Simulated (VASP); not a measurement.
Input of a VASP 6.6.1 run:

Contents of INCAR:

```
SYSTEM = BaTiO3
PREC = Accurate ; ENCUT = 520
EDIFF = 1E-6 ; ISMEAR = 0
SIGMA = 0.01 ; LREAL = .FALSE.
LASPH = .TRUE. ; NELM = 150
ALGO = Normal ; ISIF = 2
LWAVE = .FALSE. ; LCHARG = .FALSE.
LMAXMIX = 4 ; LDAU = .TRUE.
LDAUTYPE = 2 ; LDAUL = -1 2 -1
LDAUU = 0 2 0 ; LDAUJ = 0 0 0
LDAUPRINT = 1 ; GGA = CA
NBANDS = 28
```

Contents of KPOINTS:

```
Automatic mesh
0
G
  5 5 5
  0 0 0
```

The input POSCAR:

```
BaTiO3
1.0
    3.9855000000      0.0000000000      0.0000000000
    0.0000000000      2.8369000000      2.8451500000
    0.0000000000     -2.8369000000      2.8451500000
Ba Ti O
1 1 3
Direct
    0.0000000000      0.0000000000      0.0000000000
    0.5000000000      0.5124000000      0.5124000000
    0.0000000000      0.4874000000      0.4874000000
    0.5000000000      0.5052400000      0.9918400000
    0.5000000000      0.9918400000      0.5052400000
```

Potentials or basis: VASP PAW LDA potentials, release 64 (Ba_sv, Ti_sv, O).

The run is started by

```bash
$ cat potpaw_LDA.64/Ba_sv/POTCAR potpaw_LDA.64/Ti_sv/POTCAR potpaw_LDA.64/O/POTCAR > POTCAR
$ mpirun -np 1 vasp_std > vasp.out
```

Q: What does it give for the pressure?

A: -4.9 GPa.

Q: Predict the band gap on the k mesh.

A: 2.10 eV, indirect (least direct gap 2.19 eV).

Q: Predict the largest force.

A: 0.232 eV/Å.

Forces in eV/Å, atoms in the order of the input:
```
Ba   0.000  0.000  0.169
Ti   0.000  0.000 -0.085
O    0.000  0.000  0.232
O    0.000 -0.091 -0.158
O    0.000  0.091 -0.158
```

Caveat: spin-orbit coupling is left out, which moves the levels of the heavy elements. A k mesh can miss the band edges.
